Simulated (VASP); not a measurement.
Here is a VASP 6.6.1 calculation.

INCAR

```
SYSTEM = LiF
PREC     = Accurate       ! precision mode
ENCUT    = 520            ! plane-wave cutoff, eV
EDIFF    = 1E-7           ! SCF threshold, eV
ISMEAR   = 0              ! smearing method
SIGMA    = 0.05           ! smearing width, eV
LREAL    = .FALSE.        ! projectors in reciprocal space
LASPH    = .TRUE.         ! aspherical terms in the spheres
NELM     = 100            ! most SCF steps
ALGO     = Normal         ! electronic algorithm
ISIF     = 2              ! what is computed and relaxed
LWAVE    = .FALSE.        ! write WAVECAR
LCHARG   = .FALSE.        ! write CHGCAR
GGA      = PE             ! functional
NBANDS   = 12             ! bands
```

KPOINTS

```
regular mesh
0
G
  10 10 10
  0 0 0
```

Contents of POSCAR:

```
LiF
1.0
    0.0000000000      1.8528800000      1.8528800000
    1.8528800000      0.0000000000      1.8528800000
    1.8528800000      1.8528800000      0.0000000000
Li F
1 1
Direct
    0.0000000000      0.0000000000      0.0000000000
    0.5000000000      0.5000000000      0.5000000000
```

Potentials or basis: VASP PAW PBE potentials, release 64 (Li_sv, F).

Command:

```sh
$ cat potpaw_PBE.64/Li_sv/POTCAR potpaw_PBE.64/F/POTCAR > POTCAR
$ mpirun -np 1 vasp_std > vasp.out
```

(1) What does it give for the band gap on the k mesh?

Results:

(1) 11.70 eV, direct.

Caveat: the cell differs from its parent crystal (strain -0.080 along x and y, -0.080 along z).
